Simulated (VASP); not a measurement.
Write the native input for VASP 6.6.1 that does the following.

- Task: single point
- Functional: PBE
- Dispersion: D3(BJ)
- Potentials or basis: VASP PAW PBE potentials, release 64 (C)
- Cutoff: 520 eV
- k mesh: 15 × 15 × 1
- Occupations: gaussian, width 0.1 eV
- Spin: no spin polarisation
- Dipole correction: yes
- Further INCAR settings: ALGO = Normal; EDIFF = 1e-06; NBANDS = 16

The structure of C lies in POSCAR:

```
C
1.0
    2.4656524409      0.0000000000      0.0000000000
   -1.2328262205      2.1353176508      0.0000000000
    0.0000000000      0.0000000000     17.5000663883
C
4
Direct
    0.6666666667      0.3333333333      0.2571437784
    0.3333333333      0.6666666667      0.2571418816
    0.8333333333      0.3333333333      0.4417164036
    0.5000000000      0.6666666667      0.4417145068
```

One way to write it, as run:

INCAR

```
SYSTEM = C
PREC     = Accurate       ! precision mode
ENCUT    = 520            ! plane-wave cutoff, eV
EDIFF    = 1E-6           ! SCF threshold, eV
ISMEAR   = 0              ! smearing method
SIGMA    = 0.1            ! smearing width, eV
LREAL    = .FALSE.        ! projectors in reciprocal space
LASPH    = .TRUE.         ! aspherical terms in the spheres
NELM     = 80             ! most SCF steps
ALGO     = Normal         ! electronic algorithm
ISIF     = 2              ! what is computed and relaxed
LWAVE    = .FALSE.        ! write WAVECAR
LCHARG   = .FALSE.        ! write CHGCAR
LDIPOL   = .TRUE.       
IDIPOL   = 3            
DIPOL    = 0.5 0.5 0.349
GGA      = PE             ! functional
IVDW     = 12             ! dispersion correction
NBANDS   = 16             ! bands
```

KPOINTS

```
regular mesh
0
G
  15 15 1
  0 0 0
```

Potentials or basis: VASP PAW PBE potentials, release 64 (C).

Command:

```sh
$ cat potpaw_PBE.64/C/POTCAR > POTCAR
$ mpirun -np 1 vasp_std > vasp.out
```

Results of the run:

```
Largest force              : 0.085 eV/Å
Band gap on the k mesh     : 0.74 eV, direct
Dispersion energy per atom : -0.123 eV
```

It took 54 s on 1 thread of Intel(R) Xeon(R) 6975P-C (Granite Rapids), with other jobs on the host, peak memory 0.23 GiB.
